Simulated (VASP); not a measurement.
## MgH2: single point with r2SCAN

The system is MgH2.

```xyz
3
Lattice="0.0000 2.3634 2.3634 2.3634 0.0000 2.3634 2.3634 2.3634 0.0000" Properties=species:S:1:pos:R:3 pbc="T T T"
Mg    0.0000    0.0000    0.0000
H     3.5451    3.5451    3.5451
H     1.1817    1.1817    1.1817
```

- Program: VASP 6.6.1
- Task: single point
- Functional: r2SCAN
- Potentials or basis: VASP PAW PBE potentials, release 64 (Mg, H)
- Cutoff: 520 eV
- k mesh: 16 × 16 × 16
- Occupations: gaussian, width 0.1 eV
- Spin: no spin polarisation
- Dipole correction: no
- Further INCAR settings: ALGO = Normal; EDIFF = 1e-07; NBANDS = 9

| Quantity | Value |
| --- | --- |
| Pressure | -0.6 GPa |
| Band gap on the k mesh | zero (bands 2 and 3 overlap by 0.94 eV) |

Levels at points of the mesh, in eV from the Fermi level:
```
           k point  band 1  band 2  band 3  band 4  band 5  band 6  band 7
(0.00, 0.00, 0.00)  -10.72    0.66    9.60    9.60    9.60   12.88   12.88
(0.50, 0.00, 0.00)   -6.26   -6.20    7.11    7.94    9.40    9.40    9.70
(0.50, 0.50, 0.00)   -6.36   -2.85   -0.28    4.93    4.93    8.72   18.04
```

Wall time 100 s on 1 thread of Intel(R) Xeon(R) 6975P-C (Granite Rapids), with other jobs on the host, peak memory 0.19 GiB.

Caveat: the PAW data sets were made with another functional, which shifts forces and pressure a little.
